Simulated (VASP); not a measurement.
# Ge (I4_1/amd) in VASP: notebook

Ge is run at these levels: r2SCAN; tasks: electric field gradients.

Program: VASP 6.6.1. These are calculated values, not measurements. Logs are shortened: lines on timing, memory, paths and dates and some standing lists are left out, and cuts for length are marked.

## (1) The cell of the first run

Symmetry: I4_1/amd, No. 141, tetragonal system. Conventional cell: a = 5.045 Å, b = 5.045 Å, c = 2.738 Å, α = 90.00°, β = 90.00°, γ = 90.00°. Within 3.4 Å of Ge (site symmetry -4m2) lie 10 Ge at 2.61 to 3.25 Å.

## (2) Electric field gradients, r2SCAN (17.42 Å³/atom)

The input, POSCAR:

```
Ge
1.0
   -2.5223814380      2.5223814380      1.3691286807
    2.5223814380     -2.5223814380      1.3691286807
    2.5223814380      2.5223814380     -1.3691286807
Ge
2
Direct
    0.2500000000      0.7500000000      0.5000000000
    0.5000000000      0.5000000000      0.0000000000
```

The input, INCAR.step1:

```
SYSTEM = Ge
PREC = Accurate ; ENCUT = 520
ISMEAR = -1 ; SIGMA = 0.05
LREAL = .FALSE. ; LASPH = .TRUE.
NELM = 80 ; NBANDS = 21
GGA = PE ; ALGO = Normal
EDIFF = 1E-4 ; LWAVE = .TRUE.
LCHARG = .FALSE.
```

The input, INCAR.step2:

```
SYSTEM = Ge
PREC = Accurate ; ENCUT = 520
EDIFF = 1E-8 ; ISMEAR = -1
SIGMA = 0.05 ; LREAL = .FALSE.
LASPH = .TRUE. ; NELM = 80
ALGO = Normal ; ISIF = 2
LWAVE = .FALSE. ; LCHARG = .FALSE.
METAGGA = R2SCAN ; LMIXTAU = .TRUE.
LEFG = .TRUE. ; NBANDS = 21
ISTART = 1
```

The input, KPOINTS:

```
regular mesh
0
G
  16 16 16
  0 0 0
```

Potentials or basis: VASP PAW PBE potentials, release 64 (Ge_d).

Started as:

```console
> cat potpaw_PBE.64/Ge_d/POTCAR > POTCAR
> cp INCAR.step1 INCAR
> mpirun -np 1 vasp_std > vasp.out
> cp INCAR.step2 INCAR
> mpirun -np 1 vasp_std > vasp.out
```

OUTCAR:

```text
SYSTEM = Ge
   PREC = Accurate
   ENCUT = 520
   EDIFF = 1E-8
   ISMEAR = -1
   LREAL = .FALSE.
   LASPH = .TRUE.
   NELM = 80
   ISIF = 2
   METAGGA = R2SCAN
   ISTART = 1

 ion  position               nearest neighbor table
   1  0.250  0.750  0.500-   2 2.61   2 2.61   2 2.61   2 2.61
   2  0.500  0.500  0.000-   1 2.61   1 2.61   1 2.61   1 2.61

  LATTYP: Found a body centered tetragonal cell.
 ALAT       =     5.0447628760
 C/A-ratio  =     0.5427920853

  Lattice vectors:

 A1 = (  -2.5223814380,   2.5223814380,   1.3691286807)
 A2 = (   2.5223814380,  -2.5223814380,   1.3691286807)
 A3 = (   2.5223814380,   2.5223814380,  -1.3691286807)

Analysis of symmetry for initial positions (statically):
=====================================================================
 Subroutine PRICEL returns:
 Original cell was already a primitive cell.

 Routine SETGRP: Setting up the symmetry group for a
 body centered tetragonal supercell.

 Subroutine GETGRP returns: Found 16 space group operations
 (whereof  8 operations were pure point group operations)
 out of a pool of 16 trial point group operations.

The static configuration has the point symmetry D_2d.
 The point group associated with its full space group is D_4h.

Analysis of symmetry for dynamics (positions and initial velocities):
=====================================================================
 Subroutine PRICEL returns:
 Original cell was already a primitive cell.

 Routine SETGRP: Setting up the symmetry group for a
 body centered tetragonal supercell.

 Subroutine GETGRP returns: Found 16 space group operations
 (whereof  8 operations were pure point group operations)
 out of a pool of 16 trial point group operations.

The dynamic configuration has the point symmetry D_2d.
 The point group associated with its full space group is D_4h.

 Subroutine INISYM returns: Found 16 space group operations
 (whereof  8 operations are pure point group operations),
 and found     1 'primitive' translations

----------------------------------------------------------------------------------------

                                     Primitive cell

  volume of cell :      34.8438

[... 122 lines left out ...]
 maximum number of plane-waves:       960
   NGX = 15   NGY = 15   NGZ = 15

 number of electron      27.9999990 magnetization

 Free energy of the ion-electron system (eV)
  ---------------------------------------------------
  ext. energy  EPLUGINS =         0.00000000
  ---------------------------------------------------
  free energy    TOTEN  =       -26.98687093 eV

  energy without entropy =      -26.98162389  energy(sigma->0) =      -26.98424741

 E-fermi :   7.4076     XC(G=0): -12.7385

 val. band max:        7.4024904309   @ k =   0.3750   0.3750   0.1250
 cond. band min:       7.4125923405   @ k =   0.4375   0.1875   0.0000
 fundamental gap:      0.0101019096
 Fermi energy:         7.4075538963

 k-point     1 :       0.0000    0.0000    0.0000
  band No.  band energies     occupation
      1     -18.1754      2.00000
      2     -18.1176      2.00000
      3     -18.0816      2.00000
      4     -18.0815      2.00000
      5     -17.9422      2.00000
      6     -17.9422      2.00000
[... 565 lines left out ...]
     20      20.2010      0.00000
     21      20.8257      0.00000

 [... further k-points ...]

------------------------ aborting loop because EDIFF is reached ----------------------------------------

  FORCE on cell =-STRESS in cart. coord.  units (eV):
  Direction    XX          YY          ZZ          XY          YZ          ZX
  --------------------------------------------------------------------------------------
  -------------------------------------------------------------------------------------
  Total        1.2860542      1.2860542      1.3874781      0.0000000      0.0000000      0.0000000
  in kB       59.1349282     59.1349282     63.7985685      0.0000000      0.0000000      0.0000000
  external PRESSURE =      60.6894750 kB  Pullay stress =       0.0000000 kB

 VOLUME and BASIS-vectors are now :
 -----------------------------------------------------------------------------
  energy-cutoff  :      520.00
  volume of cell :       34.84
      direct lattice vectors                 reciprocal lattice vectors
    -2.522381438  2.522381438  1.369128681     0.000000000  0.198225372  0.365195768
     2.522381438 -2.522381438  1.369128681     0.198225372  0.000000000  0.365195768
     2.522381438  2.522381438 -1.369128681     0.198225372  0.198225372  0.000000000

 POSITION                                       TOTAL-FORCE (eV/Angst)
 -----------------------------------------------------------------------------------
      2.52238      0.00000      0.68456        -0.000000     -0.000000     -0.000000
      0.00000      0.00000      1.36913         0.000000      0.000000      0.000000
 -----------------------------------------------------------------------------------
    total drift:                                0.000000     -0.000000      0.000000

  FREE ENERGIE OF THE ION-ELECTRON SYSTEM (eV)
  ---------------------------------------------------
  free  energy   TOTEN  =       -26.9868709260 eV

  energy  without entropy=      -26.9816238897  energy(sigma->0) =      -26.98424741

 Electric field gradients (V/A^2)
---------------------------------------------------------------------
 ion       V_xx      V_yy      V_zz      V_xy      V_xz      V_yz
---------------------------------------------------------------------
   1     -14.496   -14.496    28.993    -0.007    -0.006    -0.006
   2     -14.496   -14.496    28.993    -0.007    -0.006    -0.006
---------------------------------------------------------------------

 Electric field gradients after diagonalization (V/A^2)
 (convention: |V_zz| > |V_xx| > |V_yy|)
----------------------------------------------------------------------
 ion       V_xx      V_yy      V_zz     asymmetry (V_yy - V_xx)/ V_zz
----------------------------------------------------------------------
   1     -14.503   -14.489    28.993       0.000
   2     -14.503   -14.489    28.993       0.000
----------------------------------------------------------------------

           NMR quadrupolar parameters

 Cq : quadrupolar parameter    Cq=e*Q*V_zz/h
 eta: asymmetry parameters     (V_yy - V_xx)/ V_zz
 Q  : nuclear electric quadrupole moment in mb (millibarn)
----------------------------------------------------------------------
 ion       Cq(MHz)       eta       Q (mb)
----------------------------------------------------------------------
   1       0.070       0.000       1.000
   2       0.070       0.000       1.000
----------------------------------------------------------------------
```

It took 12 min on 1 thread of AMD EPYC 9R45 (Zen 5), shared host; peak memory 0.29 GiB.

Results:

```yaml
Free_energy: -26.9869 eV
Pressure: 6.1 GPa
Band_gap_on_the_k_mesh: zero (bands 14 and 15 overlap by 5.96 eV)
Largest_electric_field_gradient_by_atom: Ge +29.0 V/Å²
```

Stress tensor (GPa, compression positive):
```
5.91 0.00 0.00
0.00 5.91 0.00
0.00 0.00 6.38
```

Electric field gradients, principal values (V/Å²):
| atom | least | middle | greatest (by size) |
| --- | --- | --- | --- |
| 1 Ge | -14.489 | -14.503 | 28.993 |
| 2 Ge | -14.489 | -14.503 | 28.993 |

Caveat: the cell stands under pressure; without QUAD_EFG the Cq values of the log hold for a quadrupole moment of 1 mb, not for the nuclei; the PAW data sets were made with another functional, which shifts forces and pressure a little.

(Continued in part 2 of 2.)
